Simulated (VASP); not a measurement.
# Ti (I4_1/amd) in VASP: relaxation of cell and atoms with PBE

Aim: the relaxation of cell and atoms of Ti with PBE.

All numbers are computed with VASP 6.6.1; they aren't measurements. Logs are shortened: lines on timing, memory, paths and dates and some standing lists are left out, and cuts for length are marked.

### Step 1. The cell of the first run

It takes space group I4_1/amd (No. 141, tetragonal). The conventional cell has a = 4.102 Å, b = 4.102 Å, c = 2.404 Å, α = 90.00°, β = 90.00°, γ = 90.00°. Within 2.8 Å of Ti (site symmetry -4m2) lie 10 Ti at 2.14 to 2.73 Å.

### Step 2. Relaxation of cell and atoms, PBE, target pressure 130 GPa, at which the enthalpy is minimised

Contents of INCAR:

```
PREC = Accurate
ENCUT = 600
EDIFF = 1E-7
ISMEAR = -1
SIGMA = 0.1
LREAL = False
LASPH = True
NELM = 80
ALGO = Normal
ISIF = 3
LWAVE = False
LCHARG = False
GGA = PE
IBRION = 2
NSW = 32
EDIFFG = -0.005
PSTRESS = 1300.0
```

Contents of KPOINTS:

```
regular mesh
0
Gamma
  18 18 18
```

Contents of POSCAR:

```
Ti
1.0
   -2.0512111173      2.0512111173      1.2022460246
    2.0512111173     -2.0512111173      1.2022460246
    2.0512111173      2.0512111173     -1.2022460246
Ti
2
Direct
   -0.3750000000     -0.1250000000     -0.2500000000
    0.3750000000      0.1250000000      0.2500000000
```

Potentials or basis: VASP PAW PBE potentials, release 64 (Ti_sv).

Launch:

```console
$ cat potpaw_PBE.64/Ti_sv/POTCAR > POTCAR
$ mpirun -np 1 vasp_std > vasp.out
```

OUTCAR:

```text
PREC = Accurate
   ENCUT = 600
   EDIFF = 1E-7
   ISMEAR = -1
   LREAL = False
   LASPH = True
   NELM = 80
   ISIF = 3
   GGA = PE
   IBRION = 2
   NSW = 32
   EDIFFG = -0.005
   PSTRESS = 1300.0

 ion  position               nearest neighbor table
   1  0.625  0.875  0.750-   2 2.14   2 2.14   2 2.14   2 2.14   2 2.73   2 2.73   2 2.73   2 2.73

   2  0.375  0.125  0.250-   1 2.14   1 2.14   1 2.14   1 2.14   1 2.73   1 2.73   1 2.73   1 2.73

  LATTYP: Found a body centered tetragonal cell.
 ALAT       =     4.1024222346
 C/A-ratio  =     0.5861152050

  Lattice vectors:

 A1 = (  -2.0512111173,   2.0512111173,   1.2022460246)
 A2 = (   2.0512111173,  -2.0512111173,   1.2022460246)
 A3 = (   2.0512111173,   2.0512111173,  -1.2022460246)

Analysis of symmetry for initial positions (statically):
=====================================================================
 Subroutine PRICEL returns:
 Original cell was already a primitive cell.

 Routine SETGRP: Setting up the symmetry group for a
 body centered tetragonal supercell.

 Subroutine GETGRP returns: Found 16 space group operations
 (whereof  4 operations were pure point group operations)
 out of a pool of 16 trial point group operations.

The static configuration has the point symmetry C_2h.
 The point group associated with its full space group is D_4h.

Analysis of symmetry for dynamics (positions and initial velocities):
=====================================================================
 Subroutine PRICEL returns:
 Original cell was already a primitive cell.

 Routine SETGRP: Setting up the symmetry group for a
 body centered tetragonal supercell.

 Subroutine GETGRP returns: Found 16 space group operations
 (whereof  4 operations were pure point group operations)
 out of a pool of 16 trial point group operations.

The dynamic configuration has the point symmetry C_2h.
 The point group associated with its full space group is D_4h.

 Subroutine INISYM returns: Found 16 space group operations
 (whereof  4 operations are pure point group operations),
 and found     1 'primitive' translations

----------------------------------------------------------------------------------------

                                     Primitive cell

  volume of cell :      20.2336

  direct lattice vectors                    reciprocal lattice vectors
    -2.051211117  2.051211117  1.202246025     0.000000000  0.243758429  0.415888254
     2.051211117 -2.051211117  1.202246025     0.243758429  0.000000000  0.415888254
     2.051211117  2.051211117 -1.202246025     0.243758429  0.243758429  0.000000000

  length of vectors
     3.140116176  3.140116176  3.140116176     0.482059344  0.482059344  0.344726477

  position of ions in fractional coordinates (direct lattice)
     0.625000000  0.875000000  0.750000000
     0.375000000  0.125000000  0.250000000

  ion indices of the primitive-cell ions
   primitive index   ion index
                 1           1
                 2           2

----------------------------------------------------------------------------------------

 KPOINTS: regular mesh

Automatic generation of k-mesh.
 Grid dimensions read from file:
 generate k-points for:   18   18   18

 Generating k-lattice:

  Cartesian coordinates                     Fractional coordinates (reciprocal lattice)
     0.000000000  0.013542135  0.023104903     0.055555556  0.000000000 -0.000000000
     0.013542135  0.000000000  0.023104903     0.000000000  0.055555556 -0.000000000
     0.013542135  0.013542135  0.000000000     0.000000000  0.000000000  0.055555556

  Length of vectors
     0.026781075  0.026781075  0.019151471

  Shift w.r.t. Gamma in fractional coordinates (k-lattice)
     0.000000000  0.000000000  0.000000000

 Subroutine IBZKPT returns following result:
 ===========================================

 Found    480 irreducible k-points:

 Following reciprocal coordinates:
            Coordinates               Weight
  0.000000  0.000000  0.000000      1.000000
  0.055556  0.000000 -0.000000      8.000000
  0.111111  0.000000 -0.000000      8.000000
  0.166667  0.000000 -0.000000      8.000000
  0.222222  0.000000 -0.000000      8.000000
  0.277778  0.000000 -0.000000      8.000000
[... 16 lines left out ...]
 -0.277778  0.055556  0.000000     16.000000
 -0.222222  0.055556  0.000000     16.000000
 [... further k-points ...]
   k-points           NKPTS =    480   k-points in BZ     NKDIM =    480   number of bands    NBANDS=     16
   number of dos      NEDOS =    301   number of ions     NIONS =      2
   total plane-waves  NPLWV =  21952
   dimension x,y,z NGX =    28 NGY =   28 NGZ =   28
   dimension x,y,z NGXF=    56 NGYF=   56 NGZF=   56
   ions per type =               2
   NGX,Y,Z   is equivalent  to a cutoff of  14.82, 14.82, 14.82 a.u.
   NGXF,Y,Z  is equivalent  to a cutoff of  29.65, 29.65, 29.65 a.u.
 SYSTEM =  unknown system
   PREC   = accura    normal or accurate (medium, high low for compatibility)
   ISTART =      0    job   : 0-new  1-cont  2-samecut
   ICHARG =      2    charge: 1-file 2-atom 10-const
   ISPIN  =      1    spin polarized calculation?
   LNONCOLLINEAR =      F non collinear calculations
   LSORBIT =      F    spin-orbit coupling
   LASPH  =      T    aspherical Exc in radial PAW
   ENCUT  =  600.0 eV  44.10 Ry    6.64 a.u.   6.27  6.27  6.27*2*pi/ulx,y,z
   NELM   =     80;   NELMIN=  2; NELMDL= -5     # of ELM steps
   EDIFF  = 0.1E-06   stopping-criterion for ELM
   LREAL  =      F    real-space projection
   EDIFFG = -.5E-02   stopping-criterion for IOM
   NSW    =     32    number of steps for IOM
   IBRION =      2    ionic relax: 0-MD 1-quasi-New 2-CG
   NFREE  =      1    steps in history (QN), initial steepest desc. (CG)
   ISIF   =      3    stress and relaxation
   ISYM   =      2    0-nonsym 1-usesym 2-fastsym
   POTIM  = 0.5000    time-step for ionic-motion
   TEBEG  =    0.0;   TEEND  =   0.0 temperature during run
   PSTRESS= 1300.0 pullay stress
   NELECT =      24.0000    total number of electrons
   NUPDOWN=      -1.0000    fix difference up-down
   EMIN   =  10.00;   EMAX   =-10.00  energy-range for DOS
   EFERMI =   0.00;   METHOD = LEGACY
   ISMEAR =    -1;   SIGMA  =   0.10  broadening in eV -4-tet -1-fermi 0-gaus
   EFERMI_NEDOS =   21; number of points for ismear=-14 and -15
   IALGO  =     38    algorithm
   IMIX   =      4    mixing-type and parameters
     AMIX     =   0.40;   BMIX     =  1.00
     AMIX_MAG =   1.60;   BMIX_MAG =  1.00
  volume/ion in A,a.u.               =      10.12        68.27
  Fermi-wavevector in a.u.,A,eV,Ry     =   1.732955  3.274810 40.860094  3.003132
  Thomas-Fermi vector in A             =   2.807033
   LORBIT       =      0    0 simple, 1 ext, 2 COOP (PROOUT), +10 PAW based schemes
   GGA     = PE    functional components
   LHFCALC =     F    Hartree Fock is set to
   AEXX    =    0.0000 exact exchange contribution
   IVDW    =     0    specifies the selected vdW correction
   LEPSILON=     F    determine dielectric tensor
   LRPA    =     F    only Hartree local field effects (RPA)
 conjugate gradient relaxation of ions
 non-spin polarized calculation
  energy-cutoff  :      600.00
  volume of cell :       20.23
 maximum number of plane-waves:       692
 NGX is ok and might be reduce to    28
   NGX = 13   NGY = 13   NGZ = 13

--------------------------------------- Ionic step        1  -------------------------------------------

 number of electron      24.0000003 magnetization

 Free energy of the ion-electron system (eV)
  ---------------------------------------------------
  ext. energy  EPLUGINS =         0.00000000
  ---------------------------------------------------
  free energy    TOTEN  =       -10.88988137 eV

  energy without entropy =      -10.81440248  energy(sigma->0) =      -10.85214192

------------------------ aborting loop because EDIFF is reached ----------------------------------------

  FORCE on cell =-STRESS in cart. coord.  units (eV):
  Direction    XX          YY          ZZ          XY          YZ          ZX
  --------------------------------------------------------------------------------------
  -------------------------------------------------------------------------------------
  Total       16.7336022     16.7336022     16.3209070      0.0000000      0.0000000     -0.0000000
  in kB     1325.0307569   1325.0307569   1292.3519651      0.0000000      0.0000000     -0.0000000
  external PRESSURE =      14.1378263 kB  Pullay stress =    1300.0000000 kB
[... 137 lines left out ...]
  enthalpy is  TOTEN    =         5.5257232914 eV   P V=       16.4534214332

--------------------------------------- Ionic step        5  -------------------------------------------

 number of electron      24.0000001 magnetization

 Free energy of the ion-electron system (eV)
  ---------------------------------------------------
  ext. energy  EPLUGINS =         0.00000000
  ---------------------------------------------------
  free energy    TOTEN  =       -10.93733473 eV

  energy without entropy =      -10.86245424  energy(sigma->0) =      -10.89989449

 E-fermi :  14.8901     XC(G=0): -14.2596

 val. band max:       14.8845419069   @ k =  -0.2222  -0.3889   0.1667
 cond. band min:      14.8932605936   @ k =  -0.1111  -0.2778   0.0556
 fundamental gap:      0.0087186867
 Fermi energy:        14.8900944761

 k-point     1 :       0.0000    0.0000    0.0000
  band No.  band energies     occupation
      1     -41.7806      2.00000
      2     -39.8286      2.00000
      3     -18.7808      2.00000
      4     -18.7808      2.00000
      5     -15.9626      2.00000
      6     -15.9108      2.00000
[... 8 lines left out ...]
     15      18.3742      0.00000
     16      18.5752      0.00000
[... 420 lines left out ...]
  band No.  band energies     occupation
      1     -41.5347      2.00000
      2     -39.9145      2.00000
      3     -18.7737      2.00000
      4     -18.3655      2.00000
      5     -16.6911      2.00000
      6     -16.4110      2.00000
[... 8 lines left out ...]
     15      17.5636      0.00000
     16      19.1663      0.00000

 [... further k-points ...]

------------------------ aborting loop because EDIFF is reached ----------------------------------------

  FORCE on cell =-STRESS in cart. coord.  units (eV):
  Direction    XX          YY          ZZ          XY          YZ          ZX
  --------------------------------------------------------------------------------------
  -------------------------------------------------------------------------------------
  Total       16.4612500     16.4612500     16.4599060      0.0000000      0.0000000     -0.0000000
  in kB     1299.8609265   1299.8609265   1299.7547952      0.0000000      0.0000000     -0.0000000
  external PRESSURE =      -0.1744506 kB  Pullay stress =    1300.0000000 kB
[... 17 lines left out ...]
  FREE ENERGIE OF THE ION-ELECTRON SYSTEM (eV)
  ---------------------------------------------------
  free  energy   TOTEN  =       -10.9373347312 eV

  energy  without entropy=      -10.8624542392  energy(sigma->0) =      -10.89989449

  enthalpy is  TOTEN    =         5.5256764858 eV   P V=       16.4630112170

 reached required accuracy - stopping structural energy minimisation
```

It took 8.5 min on 1 thread of AMD EPYC 9R45 (Zen 5), shared host; peak memory 0.27 GiB.

Results:

```
Free energy                                                : -10.9373 eV
Relaxed volume                                             : 10.14 Å³/atom
Relaxed cell                                               : a = 3.150 Å, b = 3.150 Å, c = 3.150 Å, α = 98.25°, β = 98.25°, γ = 135.48°
Space group after relaxing (to 0.1 Å)                      : I4_1/amd (No. 141)
Energy change on relaxing (the run minimises the enthalpy) : -23.7 meV/atom
Ionic steps                                                : 5
Pressure after relaxing                                    : 130.0 GPa
Band gap on the k mesh                                     : zero (bands 12 and 13 overlap by 1.76 eV)
```

Step by step:
```csv
step,energy change (eV),largest force (eV/Å),pressure (GPa),volume (Å³)
1,0.0000,0.0000,131.41,20.23
2,-0.2114,0.0000,125.30,20.50
3,-0.0879,0.0000,128.89,20.34
4,-0.0378,0.0000,130.25,20.28
5,-0.0475,0.0000,129.98,20.29
```

Final structure:
```
Ti
1.0
    -2.06161    2.06161    1.19345
     2.06161   -2.06161    1.19345
     2.06161    2.06161   -1.19345
Ti
2
Cartesian
  2.0616 1.0308 0.8951
  0.0000 1.0308 0.2984
```

Caveat: the cell is relaxed towards a set pressure, so the run minimises the enthalpy, not the energy.
